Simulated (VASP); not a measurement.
A run of VASP 6.6.1 is set up as follows.

File INCAR:

```
SYSTEM = HfS2
  PREC = Accurate
  ENCUT = 400
  EDIFF = 1E-6
  ISMEAR = 0
  SIGMA = 0.03
  LREAL = .FALSE.
  LASPH = .TRUE.
  NELM = 120
  ALGO = Normal
  ISIF = 2
  LWAVE = .FALSE.
  LCHARG = .FALSE.
  LDIPOL = .TRUE.
  IDIPOL = 3
  DIPOL = 0.5 0.5 0.286
  GGA = PE
  IVDW = 12
  NBANDS = 18
  GGA_COMPAT = .FALSE.
  NELMDL = -8
```

KPOINTS

```
Automatic mesh
0
G
  12 12 1
  0 0 0
```

The input POSCAR:

```
HfS2
1.0
    3.6178544923      0.0000000000      0.0000000000
   -1.8089272462      3.1331538976      0.0000000000
    0.0000000000      0.0000000000     29.5600000019
S Hf
2 1
Direct
    0.3333333333      0.6666666667      0.2362749815
    0.6666666667      0.3333333333      0.3347669670
    0.0000000000      0.0000000000      0.2855209743
```

Potentials or basis: VASP PAW PBE potentials, release 64 (S, Hf_pv).

The run is started by

```bash
$ cat potpaw_PBE.64/S/POTCAR potpaw_PBE.64/Hf_pv/POTCAR > POTCAR
$ mpirun -np 1 vasp_std > vasp.out
```

Question: Predict the band gap on the k mesh.

Answer: 1.22 eV, indirect (least direct gap 2.08 eV).

Question: Estimate the dispersion energy per atom.

Answer: -0.228 eV.

Question: What does it give for the largest force?

Answer: 0.065 eV/Å.

Forces on the atoms (eV/Å):
```
S    0.000  0.000  0.065
S    0.000  0.000 -0.065
Hf   0.000  0.000  0.000
```

Caveat: spin-orbit coupling is left out, which moves the levels of the heavy elements.
